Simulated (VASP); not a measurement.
Wanted: the native input for a VASP 6.6.1 run.

| Quantity | Value |
| --- | --- |
| Task | single point |
| Functional | PBE |
| Potentials or basis | VASP PAW PBE potentials, release 64 (Mo_sv, W_sv) |
| Cutoff | 500 eV |
| k mesh | 6 × 6 × 4 |
| Occupations | gaussian, width 0.1 eV |
| Spin | no spin polarisation |
| Dipole correction | no |
| Further INCAR settings | ALGO = Normal; EDIFF = 1e-06; NBANDS = 66 |

The structure of Mo3W lies in POSCAR:

```
Mo3W
1.0
    5.5106102997      0.0000000000      0.0000000000
   -2.7553051499      4.7723285099      0.0000000000
    0.0000000000      0.0000000000      4.9262565154
Mo W
6 2
Direct
    0.1668030988      0.3336061977      0.2500000000
    0.6663938023      0.8331969012      0.2500000000
    0.1668030988      0.8331969012      0.2500000000
    0.8331969012      0.6663938023      0.7500000000
    0.3336061977      0.1668030988      0.7500000000
    0.8331969012      0.1668030988      0.7500000000
    0.3333333333      0.6666666667      0.7500000000
    0.6666666667      0.3333333333      0.2500000000
```

The cell was built from a structure type or drawn by symmetry, and may not be a known phase.

One way to write it, as run:

INCAR

```
SYSTEM = Mo3W
ALGO = Normal ; EDIFF = 1E-6
ENCUT = 500 ; GGA = PE
GGA_COMPAT = .False. ; ISIF = 2
ISMEAR = 0 ; LASPH = .True.
LCHARG = .True. ; LELF = .True.
LREAL = .False. ; LVHAR = .True.
LWAVE = .False. ; NBANDS = 66
NELM = 120 ; PREC = Accurate
SIGMA = 0.1
```

KPOINTS

```
k-points
0
Gamma
  6 6 4
  0 0 0
```

Potentials or basis: VASP PAW PBE potentials, release 64 (Mo_sv, W_sv).

Command:

```sh
$ cat potpaw_PBE.64/Mo_sv/POTCAR potpaw_PBE.64/W_sv/POTCAR > POTCAR
$ mpirun -np 1 vasp_std > vasp.out
```

It gave:

The pressure is 0.5 GPa and the band gap on the k mesh is zero (bands 56 and 57 overlap by 1.74 eV).

Caveat: spin-orbit coupling is left out, which moves the levels of the heavy elements.

It took 3.7 min on 1 thread of Intel Xeon 8259CL (shared host), peak memory 0.3 GiB.
